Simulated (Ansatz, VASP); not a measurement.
**KRbBr2: VASP beside Ansatz**

Contents of INCAR:

```
ALGO = Normal
EDIFF = 1E-7
ENCUT = 520
GGA = PE
ISIF = 2
ISMEAR = 0
LASPH = T
LCHARG = F
LREAL = F
LWAVE = F
NBANDS = 24
NELM = 80
PREC = Accurate
SIGMA = 0.01
```

File KPOINTS:

```
k-points
0
Gamma
  4 4 4
```

File POSCAR:

```
KRbBr2
1.0
    2.3890605740      1.3793247655      7.8217952968
   -2.3890605740      1.3793247655      7.8217952968
    0.0000000000     -2.7586495310      7.8217952968
K Rb Br
1 1 2
Direct
    1.0000000000      0.0000000000      0.0000000000
    0.5000000000      0.5000000000      0.5000000000
    0.2542253037      0.2542253037      0.2542253037
    0.7457746963      0.7457746963      0.7457746963
```

Input for Ansatz:

```yaml
crystal:
  lattice:
    - [2.389060574, 1.3793247655, 7.8217952968]
    - [-2.389060574, 1.3793247655, 7.8217952968]
    - [0.0, -2.758649531, 7.8217952968]
  atoms:
    - { symbol: K, position: [1.0, 0.0, 0.0] }
    - { symbol: Rb, position: [0.5, 0.5, 0.5] }
    - { symbol: Br, position: [0.2542253037, 0.2542253037, 0.2542253037] }
    - { symbol: Br, position: [0.7457746963, 0.7457746963, 0.7457746963] }
kpoints:
  mp_grid: { grid: [4, 4, 4] }
hamiltonian:
  xc: pbe
scf:
  occupations: { method: fixed }
  n_extra_bands: 5
output:
  forces: true
  stress: true
  eigenvalues: true
```

Alike in both runs: task single point; functional PBE; k mesh 4 × 4 × 4; no spin polarisation.

```csv
,VASP,Ansatz
version,VASP 6.6.1,Ansatz 0.2.0
potentials or method,"VASP PAW PBE potentials, release 64 (K_sv, Rb_sv, Br)","plane waves, PAW"
plane-wave cutoff (eV),520,420
occupations,"gaussian, width 0.01 eV",fixed
valence electrons in the cell,32,32
```

|  | VASP | Ansatz | Ansatz less VASP |
| --- | --- | --- | --- |
| gap on the k mesh at the Fermi level (eV) | 4.34 | 4.34 | +0.002 |
| pressure (GPa) | 0.6 | 0.6 | -0.03 |
| rms of the force components (eV/Å) | 0.005 | 0.005 | -0.0006 |

Atom by atom the forces differ by 0.001 eV/Å (rms over components).
